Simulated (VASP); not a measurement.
A run of VASP 6.6.1 is set up as follows.

The input INCAR:

```
  PREC = Accurate
  ENCUT = 520
  EDIFF = 1E-7
  ISMEAR = -1
  SIGMA = 0.05
  LREAL = Auto
  LASPH = T
  NELM = 100
  ALGO = Normal
  ISIF = 2
  LWAVE = F
  LCHARG = T
  GGA = PE
  LELF = T
  LVHAR = T
  ISYM = 0
  NBANDS = 111
```

The input KPOINTS:

```
Automatic mesh
0
Gamma
  1 1 1
  0.25 0.25 0.25
```

POSCAR

```
Si5W3
1.0
    7.2041990000     -0.0818820000      0.0070510000
   -0.0818820000      7.4902340000      0.1623590000
    0.0070510000      0.1623590000      7.4951860000
Si W
15 9
Direct
    0.6493401354      0.8681502615      0.2697951051
    0.0550321569      0.7644504812      0.8617394622
    0.1793162847      0.7181835009      0.5588005536
    0.2106487354      0.2137440790      0.3244056173
    0.9301862525      0.0747360620      0.8470667952
    0.5310413271      0.6744125864      0.0053686025
    0.3051567281      0.9122648027      0.3212695374
    0.5418423566      0.9079787984      0.6047306818
    0.5009483634      0.0021821668      0.9577338733
    0.9749493187      0.8444530126      0.2013324400
    0.2652417304      0.2734540194      0.0193948568
    0.6521033608      0.3478233899      0.0470989995
    0.1112594888      0.4189248040      0.5084247805
    0.6776101874      0.5705487337      0.7403257836
    0.9126208322      0.3521996578      0.2294321083
    0.2130418746      0.6229483708      0.1218548235
    0.4895095430      0.5518602249      0.3648076237
    0.9109512657      0.9766544377      0.5062006793
    0.3470908619      0.5210690648      0.7683360240
    0.8391833755      0.6065585456      0.4578346260
    0.9643734100      0.4137202569      0.8586421999
    0.6292489528      0.2260878348      0.7251238022
    0.2680171648      0.1904896160      0.6739015559
    0.5793308974      0.1961823301      0.3678528019
```

Potentials or basis: VASP PAW PBE potentials, release 64 (Si, W_sv).

Command:

```console
$ cat potpaw_PBE.64/Si/POTCAR potpaw_PBE.64/W_sv/POTCAR > POTCAR
$ mpirun -np 1 vasp_std > vasp.out
```

(1) What does it give for the pressure?

(2) Predict the largest force.

Answers

(1) -6.8 GPa.

(2) 1.893 eV/Å.

Caveat: the k points lie up to 0.87 Å⁻¹ apart, too coarse for converged energies, forces and pressures; the atoms stand as in a frame of molecular dynamics.
